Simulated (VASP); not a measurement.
A run of VASP 6.6.1 is set up as follows.

INCAR

```
SYSTEM = Ta
PREC = Accurate
ENCUT = 520
EDIFF = 1E-7
ISMEAR = 0
SIGMA = 0.15
LREAL = .False.
LASPH = .True.
NELM = 60
ALGO = Fast
ISIF = 2
LWAVE = .False.
LCHARG = .True.
GGA = PE
LELF = .True.
LVHAR = .True.
NBANDS = 12
```

KPOINTS

```
Automatic mesh
0
Gamma
  26 26 26
  0 0 0
```

File POSCAR:

```
Ta
1.0
   -1.5266432345      1.5266432345      1.6593948201
    1.5266432345     -1.5266432345      1.6593948201
    1.5266432345      1.5266432345     -1.6593948201
Ta
1
Direct
    0.0000000000      0.0000000000      0.0000000000
```

Potentials or basis: VASP PAW PBE potentials, release 64 (Ta_pv).

Launch:

```bash
$ cat potpaw_PBE.64/Ta_pv/POTCAR > POTCAR
$ mpirun -np 1 vasp_std > vasp.out
```

What does it give for the band gap on the k mesh?

Zero (an odd number of electrons rules out a gap without spin polarisation).

What does it give for the pressure?

45.9 GPa.

Stress tensor (GPa, compression positive):
```
50.63  0.00  0.00
 0.00 50.63  0.00
 0.00  0.00 36.40
```

Caveat: the cell differs from its parent crystal (strain -0.080 along x and y, +0.000 along z); the stress differs along the axes, from 36 to 51 GPa; spin-orbit coupling is left out, which moves the levels of the heavy elements.
